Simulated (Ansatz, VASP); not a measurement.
# W in VASP and in Ansatz

```
W
1.0
     0.00000    1.87775    2.03000
     2.03000    0.00000    2.03000
     2.03000    1.87775    0.00000
W
1
Direct
  0.00000 0.00000 0.00000
```

Change from the starting cell: strain -0.0750 x Voigt [0, 1, 0, 0, 0, 0], atoms carried along.

Alike in both runs: task single point; functional r2SCAN; k mesh 20 × 20 × 20; occupations gaussian, width 0.15 eV; no spin polarisation.

|  | VASP | Ansatz |
| --- | --- | --- |
| version | VASP 6.6.1 | Ansatz 0.2.0 |
| potentials or method | VASP PAW PBE potentials, release 64 (W_sv), cutoff 520 eV | scalar-relativistic, plane waves, PAW |
| valence electrons in the cell | 14 | 14 |

Ansatz gave:

| Quantity | Value |
| --- | --- |
| gap on the k mesh at the Fermi level (eV) | none |
| pressure (GPa) | 15.0 |
| traceless stress, the component that is largest in VASP (GPa) | -19.33 |

Which values does VASP return?

gap on the k mesh at the Fermi level (eV): none; pressure (GPa): 16.4; traceless stress, the component that is largest in VASP (GPa): -19.40.

VASP's potentials were made for PBE, not for r2SCAN. A gap of «none» marks a metal or a gap that the smearing closes.

Spin-orbit coupling is off throughout.
